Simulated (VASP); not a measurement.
# Na (P6_3/mmc) in VASP: notebook

Na is run at these levels: PBE, HSE06; tasks: single point, relaxation of cell and atoms.

Everything below comes from runs of VASP 6.6.1. Logs are shortened: lines on timing, memory, paths and dates and some standing lists are left out, and cuts for length are marked.

## Step 1: The cell of the first run

It takes space group P6_3/mmc (No. 194, hexagonal). Conventional cell: a = 3.775 Å, b = 3.775 Å, c = 6.106 Å, α = 90.00°, β = 90.00°, γ = 120.00°. Within 4.9 Å of Na (site symmetry -6m2) lie 12 Na at 3.75 to 3.77 Å.

## Step 2: Single point, PBE

Input file INCAR:

```
SYSTEM = Na
ALGO = Normal
EDIFF = 1E-6
ENCUT = 520
GGA = PE
ISIF = 2
ISMEAR = 0
LASPH = .True.
LCHARG = .False.
LREAL = .False.
LWAVE = .False.
NBANDS = 14
NELM = 100
PREC = Accurate
SIGMA = 0.05
```

Input file KPOINTS:

```
k-points
0
Gamma
  6 6 4
  0 0 0
```

Input file POSCAR:

```
Na
1.0
    3.7748954782      0.0000000000      0.0000000000
   -1.8874477391      3.2691553808      0.0000000000
    0.0000000000      0.0000000000      6.1061578197
Na
2
Direct
    0.3333333333      0.6666666667      0.7500000000
    0.6666666667      0.3333333333      0.2500000000
```

Potentials or basis: VASP PAW PBE potentials, release 64 (Na_pv).

Run with:

```console
$ cat potpaw_PBE.64/Na_pv/POTCAR > POTCAR
$ mpirun -np 1 vasp_std > vasp.out
```

OUTCAR:

```text
SYSTEM = Na
   EDIFF = 1E-6
   ENCUT = 520
   GGA = PE
   ISIF = 2
   ISMEAR = 0
   LASPH = .True.
   LREAL = .False.
   NELM = 100
   PREC = Accurate

 ion  position               nearest neighbor table
   1  0.333  0.667  0.750-
   2  0.667  0.333  0.250-

  LATTYP: Found a hexagonal cell.
 ALAT       =     3.7748954782
 C/A-ratio  =     1.6175700374

  Lattice vectors:

 A1 = (   3.7748954782,   0.0000000000,   0.0000000000)
 A2 = (  -1.8874477391,   3.2691553808,   0.0000000000)
 A3 = (   0.0000000000,   0.0000000000,   6.1061578197)

Analysis of symmetry for initial positions (statically):
=====================================================================
 Subroutine PRICEL returns:
 Original cell was already a primitive cell.

 Routine SETGRP: Setting up the symmetry group for a
 hexagonal supercell.

 Subroutine GETGRP returns: Found 24 space group operations
 (whereof 12 operations were pure point group operations)
 out of a pool of 24 trial point group operations.

The static configuration has the point symmetry D_3d.
 The point group associated with its full space group is D_6h.

Analysis of symmetry for dynamics (positions and initial velocities):
=====================================================================
 Subroutine PRICEL returns:
 Original cell was already a primitive cell.

 Routine SETGRP: Setting up the symmetry group for a
 hexagonal supercell.

 Subroutine GETGRP returns: Found 24 space group operations
 (whereof 12 operations were pure point group operations)
 out of a pool of 24 trial point group operations.

The dynamic configuration has the point symmetry D_3d.
 The point group associated with its full space group is D_6h.

 Subroutine INISYM returns: Found 24 space group operations
 (whereof 12 operations are pure point group operations),
 and found     1 'primitive' translations

----------------------------------------------------------------------------------------

                                     Primitive cell

  volume of cell :      75.3544

  direct lattice vectors                    reciprocal lattice vectors
     3.774895478  0.000000000  0.000000000     0.264907997  0.152944703  0.000000000
    -1.887447739  3.269155381  0.000000000     0.000000000  0.305889407  0.000000000
     0.000000000  0.000000000  6.106157820     0.000000000  0.000000000  0.163769105

  length of vectors
     3.774895478  3.774895478  6.106157820     0.305889407  0.305889407  0.163769105

  position of ions in fractional coordinates (direct lattice)
     0.333333333  0.666666667  0.750000000
     0.666666667  0.333333333  0.250000000

  ion indices of the primitive-cell ions
   primitive index   ion index
                 1           1
                 2           2

----------------------------------------------------------------------------------------

 KPOINTS: k-points

Automatic generation of k-mesh.
 Grid dimensions read from file:
 generate k-points for:    6    6    4

 Generating k-lattice:

  Cartesian coordinates                     Fractional coordinates (reciprocal lattice)
     0.044151333  0.025490784  0.000000000     0.166666667  0.000000000  0.000000000
     0.000000000  0.050981568  0.000000000     0.000000000  0.166666667  0.000000000
     0.000000000  0.000000000  0.040942276     0.000000000  0.000000000  0.250000000

  Length of vectors
     0.050981568  0.050981568  0.040942276

  Shift w.r.t. Gamma in fractional coordinates (k-lattice)
     0.000000000  0.000000000  0.000000000

 Subroutine IBZKPT returns following result:
 ===========================================

 Found     21 irreducible k-points:

 Following reciprocal coordinates:
            Coordinates               Weight
  0.000000  0.000000  0.000000      1.000000
  0.166667  0.000000  0.000000      6.000000
  0.333333  0.000000  0.000000      6.000000
  0.500000  0.000000  0.000000      3.000000
  0.166667  0.166667  0.000000      6.000000
  0.333333  0.166667  0.000000     12.000000
[... 13 lines left out ...]
  0.333333  0.166667  0.500000     12.000000
  0.333333  0.333333  0.500000      2.000000
   k-points           NKPTS =     21   k-points in BZ     NKDIM =     21   number of bands    NBANDS=     14
   number of dos      NEDOS =    301   number of ions     NIONS =      2
   total plane-waves  NPLWV =  37632
   dimension x,y,z NGX =    28 NGY =   28 NGZ =   48
   dimension x,y,z NGXF=    56 NGYF=   56 NGZF=   96
   ions per type =               2
   NGX,Y,Z   is equivalent  to a cutoff of  12.33, 12.33, 13.07 a.u.
   NGXF,Y,Z  is equivalent  to a cutoff of  24.66, 24.66, 26.14 a.u.
 SYSTEM =  Na
   PREC   = accura    normal or accurate (medium, high low for compatibility)
   ISTART =      0    job   : 0-new  1-cont  2-samecut
   ICHARG =      2    charge: 1-file 2-atom 10-const
   ISPIN  =      1    spin polarized calculation?
   LNONCOLLINEAR =      F non collinear calculations
   LSORBIT =      F    spin-orbit coupling
   LASPH  =      T    aspherical Exc in radial PAW
   ENCUT  =  520.0 eV  38.22 Ry    6.18 a.u.   7.02  7.02 11.35*2*pi/ulx,y,z
   NELM   =    100;   NELMIN=  2; NELMDL= -5     # of ELM steps
   EDIFF  = 0.1E-05   stopping-criterion for ELM
   LREAL  =      F    real-space projection
   EDIFFG = 0.1E-04   stopping-criterion for IOM
   NSW    =      0    number of steps for IOM
   IBRION =     -1    ionic relax: 0-MD 1-quasi-New 2-CG
   NFREE  =      0    steps in history (QN), initial steepest desc. (CG)
   ISIF   =      2    stress and relaxation
   ISYM   =      2    0-nonsym 1-usesym 2-fastsym
   POTIM  = 0.5000    time-step for ionic-motion
   TEBEG  =    0.0;   TEEND  =   0.0 temperature during run
   PSTRESS=    0.0 pullay stress
   NELECT =      14.0000    total number of electrons
   NUPDOWN=      -1.0000    fix difference up-down
   EMIN   =  10.00;   EMAX   =-10.00  energy-range for DOS
   EFERMI =   0.00;   METHOD = LEGACY
   ISMEAR =     0;   SIGMA  =   0.05  broadening in eV -4-tet -1-fermi 0-gaus
   EFERMI_NEDOS =   21; number of points for ismear=-14 and -15
   IALGO  =     38    algorithm
   IMIX   =      4    mixing-type and parameters
     AMIX     =   0.40;   BMIX     =  1.00
     AMIX_MAG =   1.60;   BMIX_MAG =  1.00
  volume/ion in A,a.u.               =      37.68       254.26
  Fermi-wavevector in a.u.,A,eV,Ry     =   0.934146  1.765280 11.872830  0.872628
  Thomas-Fermi vector in A             =   2.060920
   LORBIT       =      0    0 simple, 1 ext, 2 COOP (PROOUT), +10 PAW based schemes
   GGA     = PE    functional components
   LHFCALC =     F    Hartree Fock is set to
   AEXX    =    0.0000 exact exchange contribution
   IVDW    =     0    specifies the selected vdW correction
   LEPSILON=     F    determine dielectric tensor
   LRPA    =     F    only Hartree local field effects (RPA)
 non-spin polarized calculation
 Gauss-broadening in eV      SIGMA  =   0.05
  energy-cutoff  :      520.00
  volume of cell :       75.35
 maximum number of plane-waves:      2056
 NGX is ok and might be reduce to    28
   NGX = 13   NGY = 13   NGZ = 23

 number of electron      14.0000007 magnetization

 Free energy of the ion-electron system (eV)
  ---------------------------------------------------
  ext. energy  EPLUGINS =         0.00000000
  ---------------------------------------------------
  free energy    TOTEN  =        -2.63139798 eV

  energy without entropy =       -2.63034821  energy(sigma->0) =       -2.63087309

 E-fermi :   0.1024     XC(G=0):  -6.4595

 val. band max:        0.0411921690   @ k =   0.3333   0.1667   0.2500
 cond. band min:       0.4810286797   @ k =   0.1667   0.1667   0.2500
 fundamental gap:      0.4398365107
 Fermi energy:         0.1024157508

 k-point     1 :       0.0000    0.0000    0.0000
  band No.  band energies     occupation
      1     -24.6612      2.00000
      2     -24.6314      2.00000
      3     -24.6314      2.00000
      4     -24.6274      2.00000
      5     -24.6265      2.00000
      6     -24.6265      2.00000
      7      -2.9627      2.00000
      8       0.8788      0.00000
      9       1.2820      0.00000
     10      10.0949      0.00000
     11      10.0949      0.00000
     12      10.4289      0.00000
     13      10.4289      0.00000
     14      10.6663      0.00000

 k-point     2 :       0.1667    0.0000    0.0000
  band No.  band energies     occupation
      1     -24.6583      2.00000
      2     -24.6374      2.00000
      3     -24.6333      2.00000
      4     -24.6327      2.00000
      5     -24.6286      2.00000
      6     -24.6275      2.00000
      7      -2.5598      2.00000
      8       1.2381      0.00000
      9       1.6713      0.00000
     10       6.5930      0.00000
     11       8.6007      0.00000
     12       8.8186      0.00000
     13       9.9890      0.00000
     14      11.0255      0.00000

 k-point     3 :       0.3333    0.0000    0.0000
  band No.  band energies     occupation
      1     -24.6515      2.00000
      2     -24.6496      2.00000
      3     -24.6447      2.00000
      4     -24.6370      2.00000
      5     -24.6322      2.00000
      6     -24.6297      2.00000
      7      -1.3693      2.00000
      8       2.3206      0.00000
      9       2.6034      0.00000
     10       3.5230      0.00000
     11       6.6993      0.00000
     12       6.8671      0.00000
     13       7.6070      0.00000
     14       8.9146      0.00000
[... 273 lines left out ...]
 k-point    20 :       0.3333    0.1667    0.5000
  band No.  band energies     occupation
      1     -24.6553      2.00000
      2     -24.6553      2.00000
      3     -24.6401      2.00000
      4     -24.6401      2.00000
      5     -24.6336      2.00000
      6     -24.6336      2.00000
      7       0.7697      0.00000
      8       0.7697      0.00000
      9       3.0540      0.00000
     10       3.0540      0.00000
     11       5.3620      0.00000
     12       5.3620      0.00000
     13       8.6476      0.00000
     14       8.6476      0.00000

 k-point    21 :       0.3333    0.3333    0.5000
  band No.  band energies     occupation
      1     -24.6533      2.00000
      2     -24.6533      2.00000
      3     -24.6458      2.00000
      4     -24.6458      2.00000
      5     -24.6333      2.00000
      6     -24.6333      2.00000
      7       2.3235      0.00000
      8       2.3235      0.00000
      9       2.4960      0.00000
     10       2.4960      0.00000
     11       3.3267      0.00000
     12       3.3267      0.00000
     13      10.1099      0.00000
     14      10.1101      0.00000

------------------------ aborting loop because EDIFF is reached ----------------------------------------

  FORCE on cell =-STRESS in cart. coord.  units (eV):
  Direction    XX          YY          ZZ          XY          YZ          ZX
  --------------------------------------------------------------------------------------
  -------------------------------------------------------------------------------------
  Total        0.0270122      0.0270122     -0.2369048      0.0000000      0.0000000      0.0000000
  in kB        0.5743309      0.5743309     -5.0370469      0.0000000      0.0000000      0.0000000
  external PRESSURE =      -1.2961284 kB  Pullay stress =       0.0000000 kB

 VOLUME and BASIS-vectors are now :
 -----------------------------------------------------------------------------
  energy-cutoff  :      520.00
  volume of cell :       75.35
      direct lattice vectors                 reciprocal lattice vectors
     3.774895478  0.000000000  0.000000000     0.264907997  0.152944703  0.000000000
    -1.887447739  3.269155381  0.000000000     0.000000000  0.305889407  0.000000000
     0.000000000  0.000000000  6.106157820     0.000000000  0.000000000  0.163769105

 POSITION                                       TOTAL-FORCE (eV/Angst)
 -----------------------------------------------------------------------------------
     -0.00000      2.17944      4.57962         0.000000      0.000000      0.000000
      1.88745      1.08972      1.52654        -0.000000     -0.000000      0.000000
 -----------------------------------------------------------------------------------
    total drift:                               -0.000000      0.000000     -0.000000

  FREE ENERGIE OF THE ION-ELECTRON SYSTEM (eV)
  ---------------------------------------------------
  free  energy   TOTEN  =        -2.6313979776 eV

  energy  without entropy=       -2.6303482110  energy(sigma->0) =       -2.63087309
```

It took 21 s on 1 thread of AMD EPYC 9R45, shared host; peak memory 0.15 GiB.

What came out:

* Free energy: -2.6314 eV
* Pressure: -0.1 GPa
* Band gap on the k mesh: zero (band 7 reaches 2.32 eV, above the bottom of band 8 at -1.93 eV)

Levels at points of the mesh, in eV from the Fermi level:
```
           k point  band 3  band 4  band 5  band 6  band 7  band 8  band 9  band 10  band 11  band 12
(0.00, 0.00, 0.00)  -24.73  -24.73  -24.73  -24.73   -3.07    0.78    1.18     9.99     9.99    10.33
(0.50, 0.00, 0.00)  -24.75  -24.74  -24.74  -24.73    0.40    0.51    4.03     4.04     4.53     4.74
(0.00, 0.00, 0.50)  -24.73  -24.73  -24.73  -24.73   -2.03   -2.03    5.75     5.75    10.59    10.59
(0.50, 0.00, 0.50)  -24.74  -24.74  -24.74  -24.74    1.22    1.22    1.68     1.68     7.80     7.80
```

## Step 3: Relaxation of cell and atoms, PBE

This run uses another cell than the first one, of 37.84 Å³/atom, 1.004 times its volume.

Input file INCAR:

```
ALGO = Normal
EDIFF = 1E-6
EDIFFG = -0.03
ENCUT = 600
GGA = PE
IBRION = 2
ISIF = 3
ISMEAR = 0
LASPH = True
LCHARG = False
LREAL = False
LWAVE = False
NELM = 100
NSW = 80
PREC = Accurate
SIGMA = 0.05
```

Input file KPOINTS:

```
k-points
0
Gamma
  6 6 4
```

Input file POSCAR:

```
Na
1.0
    3.7682404875      0.0000000000      0.0000000000
   -1.8841202437      3.2633919897      0.0000000000
    0.0000000000      0.0000000000      6.1547927962
Na
2
Direct
    0.3333333333      0.6666666667      0.7500000000
    0.6666666667      0.3333333333      0.2500000000
```

Potentials or basis: VASP PAW PBE potentials, release 64 (Na_pv).

Run with:

```console
$ cat potpaw_PBE.64/Na_pv/POTCAR > POTCAR
$ mpirun -np 1 vasp_std > vasp.out
```

Run time: 52 s. Hardware: 1 thread of AMD EPYC 9R45, shared host; peak memory 0.17 GiB.

It converged, with:

- Free energy: -2.6343 eV
- Relaxed volume: 36.94 Å³/atom
- Relaxed cell: a = 3.782 Å, b = 3.782 Å, c = 5.964 Å, α = 90.00°, β = 90.00°, γ = 120.00°
- Space group after relaxing (to 0.05 Å): P6_3/mmc (No. 194)
- Energy gained by relaxing: 2.7 meV/atom
- Ionic steps: 3
- Pressure after relaxing: 0.0 GPa
- Band gap on the k mesh: zero (band 7 reaches 2.36 eV, above the bottom of band 8 at -1.86 eV)

The path:
```tsv
step	energy change (eV)	largest force (eV/Å)	pressure (GPa)	volume (Å³)
1	0.0000	0.0000	-0.17	75.69
2	-0.0023	0.0000	-0.14	75.24
3	-0.0053	0.0000	0.03	73.89
```

Final structure:
```cif
data_structure
_symmetry_space_group_name_H-M 'P 1'
_symmetry_Int_Tables_number 1
_cell_length_a 3.7823
_cell_length_b 3.7823
_cell_length_c 5.9638
_cell_angle_alpha 90.000
_cell_angle_beta 90.000
_cell_angle_gamma 120.000
_cell_volume 73.89
loop_
_atom_site_label
_atom_site_type_symbol
_atom_site_fract_x
_atom_site_fract_y
_atom_site_fract_z
_atom_site_occupancy
Na1 Na 0.33333 0.66667 0.75000 1
Na2 Na 0.66667 0.33333 0.25000 1
```

Levels at points of the mesh, in eV from the Fermi level:
```
           k point  band 5  band 6  band 7  band 8  band 9  band 10
(0.00, 0.00, 0.00)  -24.68  -24.68   -3.07    0.94    1.39     9.93
(0.50, 0.00, 0.00)  -24.69  -24.68    0.39    0.49    4.16     4.18
(0.00, 0.00, 0.50)  -24.68  -24.68   -1.98   -1.98    6.15     6.15
(0.50, 0.00, 0.50)  -24.68  -24.68    1.25    1.25    1.72     1.72
```

(Continued in part 2 of 2.)
